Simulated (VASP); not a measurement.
Input of a VASP 6.6.1 run:

INCAR

```
SYSTEM = P
PREC = Accurate
ENCUT = 520
EDIFF = 1E-7
ISMEAR = -1
SIGMA = 0.05
LREAL = .False.
LASPH = .True.
NELM = 100
ALGO = Normal
ISIF = 2
LWAVE = .False.
LCHARG = .False.
GGA = PE
IVDW = 12
NBANDS = 18
```

The input KPOINTS:

```
regular mesh
0
Gamma
  8 8 6
  0 0 0
```

POSCAR

```
P
1.0
    1.6694264413     -5.5369543634      0.0000000000
    1.6694264413      5.5369543634      0.0000000000
    0.0000000000      0.0000000000      4.6034271255
P
4
Direct
    0.9041431300      0.0958568700      0.5888151700
    0.0958568700      0.9041431300      0.4111848300
    0.5958568700      0.4041431300      0.0888151700
    0.4041431300      0.5958568700      0.9111848300
```

Potentials or basis: VASP PAW PBE potentials, release 64 (P).

Launch:

```bash
$ cat potpaw_PBE.64/P/POTCAR > POTCAR
$ mpirun -np 1 vasp_std > vasp.out
```

Q: Predict the dispersion energy per atom.

A: -0.326 eV.

Q: Predict the largest force.

A: 0.123 eV/Å.

Forces on the atoms (eV/Å):
```
P    0.000 -0.106 -0.061
P    0.000  0.106  0.061
P    0.000  0.106 -0.061
P    0.000 -0.106  0.061
```
